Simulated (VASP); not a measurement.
Write the native input for VASP 6.6.1 that does the following.

| Property | Result |
| --- | --- |
| Task | single point |
| Functional | PBE |
| Dispersion | D3(BJ) |
| Potentials or basis | VASP PAW PBE potentials, release 64 (Ir) |
| Cutoff | 520 eV |
| k mesh | 12 × 12 × 1 |
| Occupations | gaussian, width 0.1 eV |
| Spin | no spin polarisation |
| Dipole correction | yes |
| Further INCAR settings | ALGO = Normal; EDIFF = 1e-06; NBANDS = 20 |

The structure of Ir lies in POSCAR:

```
Ir
1.0
    2.7154514959      0.0000000000      0.0000000000
   -1.3577257480      2.3516499782      0.0000000000
    0.0000000000      0.0000000000     18.4343137242
Ir
3
Direct
    0.6666666667      0.3333333333      0.3797266394
    0.3333333333      0.6666666667      0.4974559924
    0.0000000000      0.0000000000      0.6151763159
```

The input as run:

INCAR

```
SYSTEM = Ir
PREC = Accurate ; ENCUT = 520
EDIFF = 1E-6 ; ISMEAR = 0
SIGMA = 0.1 ; LREAL = .FALSE.
LASPH = .TRUE. ; NELM = 100
ALGO = Normal ; ISIF = 2
LWAVE = .FALSE. ; LCHARG = .TRUE.
LDIPOL = .TRUE. ; IDIPOL = 3
DIPOL = 0.5 0.5 0.497 ; GGA = PE
IVDW = 12 ; LELF = .TRUE.
LVHAR = .TRUE. ; LVACPOTAV = .TRUE.
NBANDS = 20
```

KPOINTS

```
Automatic mesh
0
G
  12 12 1
  0 0 0
```

Potentials or basis: VASP PAW PBE potentials, release 64 (Ir).

Run with:

```sh
$ cat potpaw_PBE.64/Ir/POTCAR > POTCAR
$ mpirun -np 1 vasp_std > vasp.out
```

Results of the run:

```
Largest force              : 0.044 eV/Å
Band gap on the k mesh     : zero (an odd number of electrons rules out a gap without spin polarisation)
Dispersion energy per atom : -0.485 eV
```

Caveat: spin-orbit coupling is left out, which moves the levels of the heavy elements.

Wall time 50 s on 1 thread of AMD EPYC 7R13 Processor (Zen 3) (shared host), peak memory 0.21 GiB.
